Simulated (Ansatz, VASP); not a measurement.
## Hg: VASP beside Ansatz

```
CELL_PARAMETERS angstrom
2.07840 1.19996 1.97474
-2.07840 1.19996 1.97474
0.00000 -2.39993 1.97474
ATOMIC_POSITIONS crystal
Hg 0.00000 0.00000 0.00000
```

Alike in both runs: task single point; functional PBE; k mesh 15 × 15 × 15; occupations fermi-dirac, width 0.1 eV; no spin polarisation.

|  | VASP | Ansatz |
| --- | --- | --- |
| version | VASP 6.6.1 | Ansatz 0.2.0 |
| potentials or method | VASP PAW PBE potentials, release 64 (Hg), cutoff 520 eV | plane waves (420 eV) with PAW, scalar-relativistic |
| valence electrons in the cell | 12 | 20 |

VASP gave:

* pressure (GPa): 0.2

**Question.** What did Ansatz give for the same quantities?

**Answer.** Pressure (GPa): 0.0.

With one functional, cell and mesh, what is left measures potentials, basis and numerics. VASP's potentials hold 12 valence electrons a cell and Ansatz's 20, so a difference there can come from the potentials and not from the codes.

Neither program's run includes spin-orbit coupling.
